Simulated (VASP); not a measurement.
# RbCl (Fm-3m) in VASP: single point with PBE

Aim: the single point of RbCl with PBE.

Everything below comes from runs of VASP 6.6.1. Logs are shortened: lines on timing, memory, paths and dates and some standing lists are left out, and cuts for length are marked.

### Step 1. The cell of the first run

The structure is cubic, space group Fm-3m (No. 225). The conventional cell has a = 6.388 Å, b = 6.388 Å, c = 6.388 Å, α = 90.00°, β = 90.00°, γ = 90.00°. Rb (site symmetry m-3m) has 6 Cl at 3.19 Å within 4.2 Å. Within 4.2 Å of Cl (site symmetry m-3m) lie 6 Rb at 3.19 Å.

### Step 2. Single point, PBE (Br replaced by Cl, lengths x 0.968, strained)

The input, INCAR:

```
SYSTEM = RbCl
PREC     = Accurate       ! precision mode
ENCUT    = 500            ! plane-wave cutoff, eV
EDIFF    = 1E-6           ! SCF threshold, eV
ISMEAR   = 0              ! smearing method
SIGMA    = 0.02           ! smearing width, eV
LREAL    = .FALSE.        ! projectors in reciprocal space
LASPH    = .TRUE.         ! aspherical terms in the spheres
NELM     = 120            ! most SCF steps
ALGO     = Normal         ! electronic algorithm
ISIF     = 2              ! what is computed and relaxed
LWAVE    = .FALSE.        ! write WAVECAR
LCHARG   = .TRUE.         ! write CHGCAR
GGA      = PE             ! functional
LELF     = .TRUE.         ! ELF
LVHAR    = .TRUE.       
NBANDS   = 15             ! bands
GGA_COMPAT= .FALSE.
```

The input, KPOINTS:

```
Automatic mesh
0
G
  6 6 6
  0 0 0
```

The input, POSCAR:

```
RbCl
1.0
    0.0000000000      3.1938793016      3.1938793016
    3.1938793016      0.0000000000      3.1938793016
    3.1938793016      3.1938793016      0.0000000000
Rb Cl
1 1
Direct
    0.0000000000      0.0000000000      0.0000000000
    0.5000000000      0.5000000000      0.5000000000
```

Potentials or basis: VASP PAW PBE potentials, release 64 (Rb_sv, Cl).

Started as:

```bash
cat potpaw_PBE.64/Rb_sv/POTCAR potpaw_PBE.64/Cl/POTCAR > POTCAR
mpirun -np 1 vasp_std > vasp.out
```

OUTCAR:

```text
SYSTEM = RbCl
   PREC = Accurate
   ENCUT = 500
   EDIFF = 1E-6
   ISMEAR = 0
   LREAL = .FALSE.
   LASPH = .TRUE.
   NELM = 120
   ISIF = 2
   GGA = PE

 ion  position               nearest neighbor table
   1  0.000  0.000  0.000-   2 3.19   2 3.19   2 3.19   2 3.19   2 3.19   2 3.19
   2  0.500  0.500  0.500-   1 3.19   1 3.19   1 3.19   1 3.19   1 3.19   1 3.19

  LATTYP: Found a face centered cubic cell.
 ALAT       =     6.3877586032

  Lattice vectors:

 A1 = (   0.0000000000,   3.1938793016,   3.1938793016)
 A2 = (   3.1938793016,   0.0000000000,   3.1938793016)
 A3 = (   3.1938793016,   3.1938793016,   0.0000000000)

Analysis of symmetry for initial positions (statically):
=====================================================================
 Subroutine PRICEL returns:
 Original cell was already a primitive cell.

 Routine SETGRP: Setting up the symmetry group for a
 face centered cubic supercell.

 Subroutine GETGRP returns: Found 48 space group operations
 (whereof 48 operations were pure point group operations)
 out of a pool of 48 trial point group operations.

The static configuration has the point symmetry O_h .

Analysis of symmetry for dynamics (positions and initial velocities):
=====================================================================
 Subroutine PRICEL returns:
 Original cell was already a primitive cell.

 Routine SETGRP: Setting up the symmetry group for a
 face centered cubic supercell.

 Subroutine GETGRP returns: Found 48 space group operations
 (whereof 48 operations were pure point group operations)
 out of a pool of 48 trial point group operations.

The dynamic configuration has the point symmetry O_h .

 Subroutine INISYM returns: Found 48 space group operations
 (whereof 48 operations are pure point group operations),
 and found     1 'primitive' translations

----------------------------------------------------------------------------------------

                                     Primitive cell

  volume of cell :      65.1607

  direct lattice vectors                    reciprocal lattice vectors
     0.000000000  3.193879302  3.193879302    -0.156549435  0.156549435  0.156549435
     3.193879302  0.000000000  3.193879302     0.156549435 -0.156549435  0.156549435
     3.193879302  3.193879302  0.000000000     0.156549435  0.156549435 -0.156549435

  length of vectors
     4.516827425  4.516827425  4.516827425     0.271151575  0.271151575  0.271151575

  position of ions in fractional coordinates (direct lattice)
     0.000000000  0.000000000  0.000000000
     0.500000000  0.500000000  0.500000000

  ion indices of the primitive-cell ions
   primitive index   ion index
                 1           1
                 2           2
[... 77 lines left out ...]
   EFERMI =   0.00;   METHOD = LEGACY
   ISMEAR =     0;   SIGMA  =   0.02  broadening in eV -4-tet -1-fermi 0-gaus
   EFERMI_NEDOS =   21; number of points for ismear=-14 and -15
   IALGO  =     38    algorithm
   IMIX   =      4    mixing-type and parameters
     AMIX     =   0.40;   BMIX     =  1.00
     AMIX_MAG =   1.60;   BMIX_MAG =  1.00
  volume/ion in A,a.u.               =      32.58       219.86
  Fermi-wavevector in a.u.,A,eV,Ry     =   1.025147  1.937248 14.298733  1.050927
  Thomas-Fermi vector in A             =   2.158972
   LORBIT       =      0    0 simple, 1 ext, 2 COOP (PROOUT), +10 PAW based schemes
   GGA     = PE    functional components
   LHFCALC =     F    Hartree Fock is set to
   AEXX    =    0.0000 exact exchange contribution
   IVDW    =     0    specifies the selected vdW correction
   LEPSILON=     F    determine dielectric tensor
   LRPA    =     F    only Hartree local field effects (RPA)
 non-spin polarized calculation
 Gauss-broadening in eV      SIGMA  =   0.02
  energy-cutoff  :      500.00
  volume of cell :       65.16
 maximum number of plane-waves:      1676
 NGX is ok and might be reduce to    36
   NGX = 17   NGY = 17   NGZ = 17

 number of electron      15.9999998 magnetization

 Free energy of the ion-electron system (eV)
  ---------------------------------------------------
  ext. energy  EPLUGINS =         0.00000000
  ---------------------------------------------------
  free energy    TOTEN  =        -6.59506524 eV

  energy without entropy =       -6.59506524  energy(sigma->0) =       -6.59506524

 E-fermi :  -1.3552     XC(G=0):  -7.7202

 val. band max:       -1.5164622432   @ k =   0.0000   0.0000   0.0000
 cond. band min:       3.7814315714   @ k =   0.0000   0.0000   0.0000
 fundamental gap:      5.2978938145
 Fermi energy:        -1.3551603837

 k-point     1 :       0.0000    0.0000    0.0000
  band No.  band energies     occupation
      1     -25.2394      2.00000
      2     -13.6024      2.00000
      3      -9.2865      2.00000
      4      -9.2865      2.00000
      5      -9.2865      2.00000
      6      -1.5165      2.00000
      7      -1.5165      2.00000
      8      -1.5165      2.00000
      9       3.7814      0.00000
     10       6.5204      0.00000
     11       6.5204      0.00000
     12       6.5204      0.00000
     13       7.5643      0.00000
     14       7.5643      0.00000
[... 257 lines left out ...]
      2     -13.5836      2.00000
      3      -9.5919      2.00000
      4      -9.4825      2.00000
      5      -9.3032      2.00000
      6      -1.9412      2.00000
      7      -1.7883      2.00000
      8      -1.6872      2.00000
      9       5.4006      0.00000
     10       7.2999      0.00000
     11       7.7426      0.00000
     12       8.7460      0.00000
     13       9.6907      0.00000
     14      10.6677      0.00000
     15      11.3248      0.00000

------------------------ aborting loop because EDIFF is reached ----------------------------------------

  FORCE on cell =-STRESS in cart. coord.  units (eV):
  Direction    XX          YY          ZZ          XY          YZ          ZX
  --------------------------------------------------------------------------------------
  -------------------------------------------------------------------------------------
  Total        1.1811412      1.1811412      1.1811412      0.0000000     -0.0000000      0.0000000
  in kB       29.0420248     29.0420248     29.0420248      0.0000000     -0.0000000      0.0000000
  external PRESSURE =      29.0420248 kB  Pullay stress =       0.0000000 kB

 VOLUME and BASIS-vectors are now :
 -----------------------------------------------------------------------------
  energy-cutoff  :      500.00
  volume of cell :       65.16
      direct lattice vectors                 reciprocal lattice vectors
     0.000000000  3.193879302  3.193879302    -0.156549435  0.156549435  0.156549435
     3.193879302  0.000000000  3.193879302     0.156549435 -0.156549435  0.156549435
     3.193879302  3.193879302  0.000000000     0.156549435  0.156549435 -0.156549435

 POSITION                                       TOTAL-FORCE (eV/Angst)
 -----------------------------------------------------------------------------------
      0.00000      0.00000      0.00000        -0.000000     -0.000000     -0.000000
      3.19388      3.19388      3.19388         0.000000      0.000000      0.000000
 -----------------------------------------------------------------------------------
    total drift:                                0.000000      0.000000      0.000000

  FREE ENERGIE OF THE ION-ELECTRON SYSTEM (eV)
  ---------------------------------------------------
  free  energy   TOTEN  =        -6.5950652435 eV

  energy  without entropy=       -6.5950652435  energy(sigma->0) =       -6.59506524
```

OSZICAR:

```text
N       E                     dE             d eps       ncg     rms          rms(c)
DAV:   1     0.793891593985E+02    0.79389E+02   -0.67853E+03   480   0.900E+02
DAV:   2    -0.167838987445E+01   -0.81068E+02   -0.74085E+02   676   0.175E+02
DAV:   3    -0.679245020973E+01   -0.51141E+01   -0.50857E+01   641   0.437E+01
DAV:   4    -0.693340607862E+01   -0.14096E+00   -0.14092E+00   733   0.706E+00
DAV:   5    -0.693424519197E+01   -0.83911E-03   -0.83911E-03   648   0.555E-01    0.368E+00
DAV:   6    -0.659936820285E+01    0.33488E+00   -0.46201E-01   585   0.353E+00    0.285E+00
DAV:   7    -0.658046262650E+01    0.18906E-01   -0.11974E-01   648   0.191E+00    0.159E+00
DAV:   8    -0.659344608160E+01   -0.12983E-01   -0.15812E-02   571   0.771E-01    0.139E-01
DAV:   9    -0.659448618899E+01   -0.10401E-02   -0.10389E-03   613   0.185E-01    0.101E-01
DAV:  10    -0.659504211341E+01   -0.55592E-03   -0.51702E-04   508   0.140E-01    0.150E-02
DAV:  11    -0.659505778761E+01   -0.15674E-04   -0.17699E-05   622   0.275E-02    0.675E-03
DAV:  12    -0.659506508110E+01   -0.72935E-05   -0.10575E-05   515   0.216E-02    0.163E-03
DAV:  13    -0.659506524351E+01   -0.16241E-06   -0.15960E-07   506   0.271E-03
   1 F= -.65950652E+01 E0= -.65950652E+01  d E =-.883307E-32
```

It took 28 s on 1 thread of Intel Xeon 8259CL, shared host; peak memory 0.2 GiB.

What came out:

```yaml
Free_energy: -6.5951 eV
Pressure: 2.9 GPa
Band_gap_on_the_k_mesh: 5.30 eV, direct
```

Caveat: the cell differs from its parent crystal (Br replaced by Cl, lengths x 0.968, strained).
